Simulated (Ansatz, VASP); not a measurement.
Two plane-wave programs on SnSe

The input INCAR:

```
SYSTEM = SnSe
ALGO = Normal
EDIFF = 1E-6
ENCUT = 500
GGA_COMPAT = .False.
ISIF = 2
ISMEAR = 0
LASPH = .True.
LCHARG = .False.
LREAL = .False.
LWAVE = .False.
NBANDS = 28
NELM = 120
PREC = Accurate
SIGMA = 0.05
```

The input KPOINTS:

```
k-points
0
Gamma
  6 6 4
  0 0 0
```

Contents of POSCAR:

```
SnSe
1.0
    4.1898989379      0.0000000000      0.0000000000
    0.0000000000      4.1898989379      0.0000000000
    0.0000000000      0.0000000000     10.9796229414
Sn Se
2 2
Direct
    0.5443007177      0.0443007177      0.3781633338
    0.0443007177      0.5443007177      0.6218366662
    0.5000000000      0.0000000000      0.6217782129
    0.0000000000      0.5000000000      0.3782217871
```

Input for Ansatz:

```yaml
crystal:
  lattice:
    - [4.1898989379, 0.0, 0.0]
    - [0.0, 4.1898989379, 0.0]
    - [0.0, 0.0, 10.9796229414]
  atoms:
    - { symbol: Sn, position: [0.5443007177, 0.0443007177, 0.3781633338] }
    - { symbol: Sn, position: [0.0443007177, 0.5443007177, 0.6218366662] }
    - { symbol: Se, position: [0.5, 0.0, 0.6217782129] }
    - { symbol: Se, position: [0.0, 0.5, 0.3782217871] }
basis:
  ecutwfc: 420
kpoints:
  mp_grid: { grid: [6, 6, 4] }
hamiltonian:
  xc: lda
scf:
  occupations: { method: gaussian, width: 0.05 }
output:
  forces: true
  stress: true
  eigenvalues: true
```

Change from the starting cell: all Sn atoms moved +0.263 Å, as atom 1 along Cartesian [1 1 0].

Alike in both runs: task single point; functional LDA; k mesh 6 × 6 × 4; occupations gaussian, width 0.05 eV; no spin polarisation.

|  | VASP | Ansatz |
| --- | --- | --- |
| version | VASP 6.6.1 | Ansatz 0.2.0 |
| potentials or method | VASP PAW LDA potentials, release 64 (Sn_d, Se), cutoff 500 eV | scalar-relativistic, plane waves, PAW |
| valence electrons in the cell | 40 | 60 |

```csv
,VASP,Ansatz,Ansatz less VASP
gap on the k mesh at the Fermi level (eV),1.55,1.57,+0.017
least direct gap on the mesh (eV),1.57,1.59,+0.015
rms of the force components (eV/Å),0.194,0.184,-0.0098
```

LDA's correlation is that of Perdew and Zunger in VASP and of Perdew and Wang (1992) in Ansatz. Atom by atom the forces differ by 0.016 eV/Å (rms over components). VASP's potentials hold 40 valence electrons a cell and Ansatz's 60, so a difference there can come from the potentials and not from the codes.
